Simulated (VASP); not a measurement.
Set up this calculation in VASP 6.6.1, as the native input.

```
Task                   : single point
Functional             : r2SCAN
Potentials or basis    : VASP PAW PBE potentials, release 64 (Zn, O)
Cutoff                 : 520 eV
k mesh                 : 9 × 9 × 6
Occupations            : gaussian, width 0.01 eV
Spin                   : no spin polarisation
Dipole correction      : no
Further INCAR settings : ALGO = Normal; EDIFF = 1e-06; NBANDS = 26
```

ZnO:

```xyz
4
Lattice="3.2353 0.0000 0.0000 -1.6176 2.8018 0.0000 0.0000 0.0000 5.2113" Properties=species:S:1:pos:R:3 pbc="T T T"
Zn    0.0000    1.8679    0.0061
Zn    1.6176    0.9339    2.6117
O     0.0000    1.8679    1.9846
O     1.6176    0.9339    4.5903
```

This cell differs from its parent crystal: atoms moved along the polar distortion.

The input as run:

POSCAR

```
ZnO
1.0
    3.2352635141      0.0000000000      0.0000000000
   -1.6176317571      2.8018203912      0.0000000000
    0.0000000000      0.0000000000      5.2113138462
Zn O
2 2
Direct
    0.3333333333      0.6666666667      0.0011684134
    0.6666666667      0.3333333333      0.5011684134
    0.3333333333      0.6666666667      0.3808315866
    0.6666666667      0.3333333333      0.8808315866
```

INCAR.step1

```
PREC = Accurate
ENCUT = 520
ISMEAR = 0
SIGMA = 0.01
LREAL = F
LASPH = T
NELM = 100
NBANDS = 26
GGA = PE
ALGO = Normal
EDIFF = 1E-4
LWAVE = T
LCHARG = F
```

INCAR.step2

```
PREC = Accurate
ENCUT = 520
EDIFF = 1E-6
ISMEAR = 0
SIGMA = 0.01
LREAL = F
LASPH = T
NELM = 100
ALGO = Normal
ISIF = 2
LWAVE = F
LCHARG = F
METAGGA = R2SCAN
LMIXTAU = T
NBANDS = 26
ISTART = 1
```

KPOINTS

```
regular mesh
0
Gamma
  9 9 6
```

Potentials or basis: VASP PAW PBE potentials, release 64 (Zn, O).

Command:

```bash
$ cat potpaw_PBE.64/Zn/POTCAR potpaw_PBE.64/O/POTCAR > POTCAR
$ cp INCAR.step1 INCAR
$ mpirun -np 1 vasp_std > vasp.out
$ cp INCAR.step2 INCAR
$ mpirun -np 1 vasp_std > vasp.out
```

Results of the run:

The pressure is 1.0 GPa and the largest force is 0.011 eV/Å. The band gap on the k mesh is 1.23 eV.

Caveat: the cell differs from its parent crystal (atoms moved along the polar distortion); the PAW data sets were made with another functional, which shifts forces and pressure a little.

Run time: 4.6 min on 1 thread of Intel Xeon 8259CL, on a shared host, peak memory 0.2 GiB.
